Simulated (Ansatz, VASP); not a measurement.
## One calculation of Hg, two programs

INCAR

```
SYSTEM = Hg
PREC     = Accurate       ! precision mode
ENCUT    = 520            ! plane-wave cutoff, eV
EDIFF    = 1E-8           ! SCF threshold, eV
ISMEAR   = -1             ! smearing method
SIGMA    = 0.05           ! smearing width, eV
LREAL    = .False.        ! projectors in reciprocal space
LASPH    = .True.         ! aspherical terms in the spheres
NELM     = 80             ! most SCF steps
ALGO     = Normal         ! electronic algorithm
ISIF     = 2              ! what is computed and relaxed
LWAVE    = .False.        ! write WAVECAR
LCHARG   = .False.        ! write CHGCAR
GGA      = PS             ! functional
LEFG     = .True.       
NBANDS   = 25             ! bands
```

KPOINTS

```
regular mesh
0
Gamma
  8 8 9
  0 0 0
```

POSCAR

```
Hg
1.0
    4.5700691356      0.0000000000      0.0000000000
   -2.2850345678      3.9577959684      0.0000000000
    0.0000000000      0.0000000000      3.8956298860
Hg
3
Direct
    0.3333333333      0.6666666667      0.5000000000
    0.0000000000      0.0000000000      0.0000000000
    0.6666666667      0.3333333333      0.5000000000
```

Input for Ansatz:

```yaml
crystal:
  lattice:
    - [4.5700691356, 0.0, 0.0]
    - [-2.2850345678, 3.9577959684, 0.0]
    - [0.0, 0.0, 3.895629886]
  atoms:
    - { symbol: Hg, position: [0.3333333333, 0.6666666667, 0.5] }
    - { symbol: Hg, position: [0.0, 0.0, 0.0] }
    - { symbol: Hg, position: [0.6666666667, 0.3333333333, 0.5] }
kpoints:
  mp_grid: { grid: [8, 8, 9] }
scf:
  occupations: { method: fermi_dirac, width: 0.05 }
hamiltonian:
  xc: pbesol
  pseudopotentials: { kind: paw }
output:
  forces: true
  stress: true
  eigenvalues: true
  efg: { contact_densities: true }
  write_density: true
  write_potential: true
  elf: true
  volumetric_format: npy
```

Change from the starting cell: volume scaled by 1.02, PAW files.

Alike in both runs: task electric field gradients; functional PBEsol; k mesh 8 × 8 × 9; occupations fermi-dirac, width 0.05 eV; no spin polarisation.

|  | VASP | Ansatz |
| --- | --- | --- |
| version | VASP 6.6.1 | Ansatz 0.2.0 |
| potentials or method | VASP PAW PBE potentials, release 64 (Hg) | PAW with Ansatz's default frozen-core files, scalar-relativistic |
| plane-wave cutoff (eV) | 520 | 420 |
| valence electrons in the cell | 36 | 60 |

Ansatz gave:

| Property | Result |
| --- | --- |
| pressure (GPa) | 6.3 |
| traceless stress, the component that is largest in VASP (GPa) | -7.32 |
| size of Vzz on the site where it differs most (V/Å²) | 250.7 |

Which values does VASP return?

Pressure (GPa): 7.0; traceless stress, the component that is largest in VASP (GPa): -7.85; size of Vzz on the site where it differs most (V/Å²): 326.2.

VASP's potentials were made for PBE, not for PBEsol. VASP's potentials hold 36 valence electrons a cell and Ansatz's 60, so a difference there can come from the potentials and not from the codes.

Spin-orbit coupling is off throughout.
